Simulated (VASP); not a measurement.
**Be: single point with PBE**

Be:

```
CELL_PARAMETERS angstrom
1.75107 0.00000 0.00000
0.00000 1.75107 0.00000
0.00000 0.00000 1.75107
ATOMIC_POSITIONS crystal
Be 0.00000 0.00000 0.00000
```

This isn't the form of Be at room conditions, which is hcp.

| Quantity | Value |
| --- | --- |
| Program | VASP 6.6.1 |
| Task | single point |
| Functional | PBE |
| Potentials or basis | VASP PAW PBE potentials, release 64 (Be) |
| Cutoff | 600 eV |
| k mesh | 22 × 22 × 22 |
| Occupations | fermi-dirac, width 0.05 eV |
| Spin | no spin polarisation |
| Dipole correction | no |
| Further INCAR settings | ALGO = Normal; EDIFF = 1e-06; NBANDS = 7 |

- Pressure: 140.9 GPa
- Band gap on the k mesh: zero (bands 1 and 2 overlap by 8.71 eV)

Levels at points of the mesh, in eV from the Fermi level:
| k point | band 1 | band 2 | band 3 | band 4 |
| --- | --- | --- | --- | --- |
| (0.00, 0.00, 0.00) | -14.16 | 20.87 | 20.87 | 20.87 |
| (0.50, 0.00, 0.00) | -8.98 | -0.76 | 27.48 | 27.48 |
| (0.50, 0.50, 0.00) | -0.07 | -0.07 | 7.33 | 14.76 |
| (0.50, 0.50, 0.50) | 7.95 | 7.95 | 7.95 | 17.78 |

It took 2.8 s on 1 thread of Intel(R) Xeon(R) 6975P-C (Granite Rapids) (shared host), peak memory 0.11 GiB.

Caveat: the cell stands under pressure.
